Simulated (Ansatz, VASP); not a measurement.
## Two plane-wave programs on Li2O

File INCAR:

```
SYSTEM = Li2O
PREC = Accurate
ENCUT = 750
EDIFF = 1E-6
ISMEAR = 0
SIGMA = 0.01
LREAL = .False.
LASPH = .True.
NELM = 120
ALGO = Normal
ISIF = 2
LWAVE = .False.
LCHARG = .True.
GGA = PS
LELF = .True.
LVHAR = .True.
NBANDS = 13
GGA_COMPAT = .False.
```

KPOINTS

```
Automatic mesh
0
Gamma
  8 8 8
  0 0 0
```

POSCAR

```
Li2O
1.0
    0.0000000000      2.2899348936      2.3013845680
    2.2899348936      0.0000000000      2.3013845680
    2.2899348936      2.2899348936      0.0000000000
Li O
2 1
Direct
    0.2500000000      0.2500000000      0.2500000000
    0.7500000000      0.7500000000      0.7500000000
    0.0000000000      0.0000000000      0.0000000000
```

Input for Ansatz:

```yaml
crystal:
  lattice:
    - [0.0, 2.28993489356, 2.30138456803]
    - [2.28993489356, 0.0, 2.30138456803]
    - [2.28993489356, 2.28993489356, 0.0]
  atoms:
    - { symbol: Li, position: [0.25, 0.25, 0.25] }
    - { symbol: Li, position: [0.75, 0.75, 0.75] }
    - { symbol: O, position: [0.0, 0.0, 0.0] }
kpoints:
  mp_grid: { grid: [8, 8, 8] }
scf:
  occupations: { method: fixed }
  convergence: { dr2_threshold: 1.0e-10 }
hamiltonian:
  xc: pbesol
  pseudopotentials: { kind: paw }
output:
  forces: true
  stress: true
  eigenstates:
    kpoints:
      - [0.0, 0.0, 0.0]
      - [0.0, -0.5, -0.5]
      - [-0.5, 0.0, -0.5]
      - [-0.5, -0.5, 0.0]
      - [-0.5, 0.0, 0.0]
      - [0.0, -0.5, 0.0]
      - [0.0, 0.0, -0.5]
      - [-0.5, -0.5, -0.5]
  eigenvalues: true
```

Change from the starting cell: z stretched by +0.5 %, x and y held, PAW files.

Alike in both runs: task single point; functional PBEsol; k mesh 8 × 8 × 8; no spin polarisation.

|  | VASP | Ansatz |
| --- | --- | --- |
| version | VASP 6.6.1 | Ansatz 0.2.0 |
| potentials or method | VASP PAW PBE potentials, release 64 (Li_sv, O) | PAW with Ansatz's default frozen-core files, scalar-relativistic |
| plane-wave cutoff (eV) | 750 | 420 |
| occupations | gaussian, width 0.01 eV | fixed |
| valence electrons in the cell | 12 | 12 |

|  | VASP | Ansatz | Ansatz less VASP |
| --- | --- | --- | --- |
| gap on the k mesh at the Fermi level (eV) | 4.85 | 4.86 | +0.008 |
| pressure (GPa) | -0.3 | -0.4 | -0.10 |
| traceless stress, the component that is largest in VASP (GPa) | -0.63 | -0.63 | -0.002 |

VASP's potentials were made for PBE, not for PBEsol.
